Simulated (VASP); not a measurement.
Co, 1 atom in the cell. The structure is cubic, space group Fm-3m (No. 225). The conventional cell has a = 3.579 Å, b = 3.579 Å, c = 3.579 Å, α = 90.00°, β = 90.00°, γ = 90.00°. Co (site symmetry m-3m) has 12 Co at 2.53 Å within 3.3 Å. 

| Item | Value |
| --- | --- |
| Program | VASP 6.6.1 |
| Task | single point |
| Functional | PBE |
| Potentials or basis | VASP PAW PBE potentials, release 64 (Co) |
| Cutoff | 520 eV |
| k mesh | 14 × 14 × 14 |
| Occupations | gaussian, width 0.1 eV |
| Spin | collinear spin, ferromagnetic start |
| Starting moments | [3.43] μB |
| Fixed moment | 3.43 μB |
| Dipole correction | no |
| Further INCAR settings | ALGO = Normal; EDIFF = 1e-06; NBANDS = 14 |

Potentials or basis: VASP PAW PBE potentials, release 64 (Co).

Launch:

```bash
$ cat potpaw_PBE.64/Co/POTCAR > POTCAR
$ mpirun -np 1 vasp_std > vasp.out
```

Hardware: 1 thread of Intel(R) Xeon(R) 6975P-C (Granite Rapids) (shared host).

Q: Estimate the wall time of this run.

A: It took 24 s on 1 thread of Intel(R) Xeon(R) 6975P-C (Granite Rapids) (shared host), peak memory 0.15 GiB. Counts: scf iterations 13, k points 104.
